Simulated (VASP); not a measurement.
Here is a VASP 6.6.1 calculation.

Contents of INCAR:

```
SYSTEM = Ca3Bi
ALGO     = Normal         ! electronic algorithm
EDIFF    = 1E-6           ! SCF threshold, eV
ENCUT    = 520            ! plane-wave cutoff, eV
GGA      = PE             ! functional
ISIF     = 2              ! what is computed and relaxed
ISMEAR   = 0              ! smearing method
LASPH    = .True.         ! aspherical terms in the spheres
LCHARG   = .True.         ! write CHGCAR
LELF     = .True.         ! ELF
LREAL    = .False.        ! projectors in reciprocal space
LVHAR    = .True.       
LWAVE    = .False.        ! write WAVECAR
NBANDS   = 30             ! bands
NELM     = 100            ! most SCF steps
PREC     = Accurate       ! precision mode
SIGMA    = 0.1            ! smearing width, eV
```

Contents of KPOINTS:

```
k-points
0
Gamma
  4 4 4
  0 0 0
```

POSCAR

```
Ca3Bi
1.0
    4.8316104638      0.0000000000      0.0000000000
    0.0000000000      4.8316104638      0.0000000000
    0.0000000000      0.0000000000      4.8316104638
Ca Bi
3 1
Direct
    0.0000000000      0.5000000000      0.5000000000
    0.5000000000      0.0000000000      0.5000000000
    0.5000000000      0.5000000000      0.0000000000
    0.0000000000      0.0000000000      0.0000000000
```

Potentials or basis: VASP PAW PBE potentials, release 64 (Ca_sv, Bi_d).

Run with:

```bash
$ cat potpaw_PBE.64/Ca_sv/POTCAR potpaw_PBE.64/Bi_d/POTCAR > POTCAR
$ mpirun -np 1 vasp_std > vasp.out
```

Estimate the band gap on the k mesh.

zero (an odd number of electrons rules out a gap without spin polarisation).

Predict the pressure.

6.1 GPa.

Caveat: the cell stands under pressure; spin-orbit coupling is left out, which moves the levels of the heavy elements.
